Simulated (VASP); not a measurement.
Crystal: RbGe.

```
Rb Ge
1.0
     4.42000    0.00000    0.00000
     0.00000    4.42000    0.00000
     0.00000    0.00000    4.42000
Rb Ge
1 1
Cartesian
  0.0000 0.0000 0.0000
  2.2100 2.2100 2.2100
```

| Property | Result |
| --- | --- |
| Program | VASP 6.6.1 |
| Task | relaxation of cell and atoms |
| Functional | LDA |
| Potentials or basis | VASP PAW LDA potentials, release 64 (Rb_sv, Ge_d) |
| Cutoff | 500 eV |
| k mesh | 5 × 5 × 5 |
| Occupations | fermi-dirac, width 0.1 eV |
| Spin | no spin polarisation |

At the start: pressure -3.4 GPa; volume 43.18 Å³/atom.

**Question.** How do energy, volume and symmetry change on relaxing?

**Answer.** Over 5 steps the energy falls by 170.0 meV/atom and the volume is 31.09 Å³/atom (-28.0 %); space group Pm-3m (No. 221, to 0.1 Å) before and after.

The path:
| step | energy change (eV) | largest force (eV/Å) | pressure (GPa) | volume (Å³) |
| --- | --- | --- | --- | --- |
| 1 | 0.0000 | 0.0000 | -3.40 | 86.35 |
| 2 | -0.2108 | 0.0000 | -2.64 | 75.41 |
| 3 | -0.3303 | 0.0000 | -0.92 | 65.35 |
| 4 | -0.3393 | 0.0000 | 0.29 | 61.27 |
| 5 | -0.3400 | 0.0000 | -0.02 | 62.18 |

Final structure:
```yaml
crystal:
  lattice:
    - [3.96162, 0.00000, 0.00000]
    - [0.00000, 3.96162, 0.00000]
    - [0.00000, 0.00000, 3.96162]
  atoms:
    - { symbol: Rb, position: [0.00000, 0.00000, 0.00000] }
    - { symbol: Ge, position: [0.50000, 0.50000, 0.50000] }
```

Caveat: the volume moved by over 15 % at a fixed basis, so the end points are rough; an odd number of electrons without spin polarisation forces a metal; a magnetic or distorted state may lie lower.
